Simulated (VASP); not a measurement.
SrMg, 2 atoms in the cell. It takes space group P4mm (No. 99, tetragonal). Conventional cell: a = 3.900 Å, b = 3.900 Å, c = 3.900 Å, α = 90.00°, β = 90.00°, γ = 90.00°. Sr (site symmetry 4mm) has 8 Mg at 3.31 to 3.45 Å and 6 Sr at 3.90 Å within 4.3 Å. Within 4.3 Å of Mg (site symmetry 4mm) lie 8 Sr at 3.31 to 3.45 Å and 6 Mg at 3.90 Å.  This cell differs from its parent crystal: all Sr atoms moved +0.125 Å, as atom 1 towards its neighbour atom 1 (Sr) at 3.900 Å.

- Program: VASP 6.6.1
- Task: single point
- Functional: r2SCAN
- Potentials or basis: VASP PAW PBE potentials, release 64 (Sr_sv, Mg)
- Cutoff: 520 eV
- k mesh: 12 × 12 × 12
- Occupations: gaussian, width 0.15 eV
- Spin: no spin polarisation
- Dipole correction: no
- Further INCAR settings: ALGO = Normal; EDIFF = 1e-07; NBANDS = 13

Potentials or basis: VASP PAW PBE potentials, release 64 (Sr_sv, Mg).

Run with:

```bash
$ cat potpaw_PBE.64/Sr_sv/POTCAR potpaw_PBE.64/Mg/POTCAR > POTCAR
$ cp INCAR.step1 INCAR
$ mpirun -np 1 vasp_std > vasp.out
$ cp INCAR.step2 INCAR
$ mpirun -np 1 vasp_std > vasp.out
```

Hardware: 1 thread of Intel(R) Xeon(R) Platinum 8488C (Sapphire Rapids), on a shared host.

Problem. Estimate the wall time of this run.

Solution. Wall time 4.5 min on 1 thread of Intel(R) Xeon(R) Platinum 8488C (Sapphire Rapids), on a shared host, peak memory 0.31 GiB. Counts: k points 196.
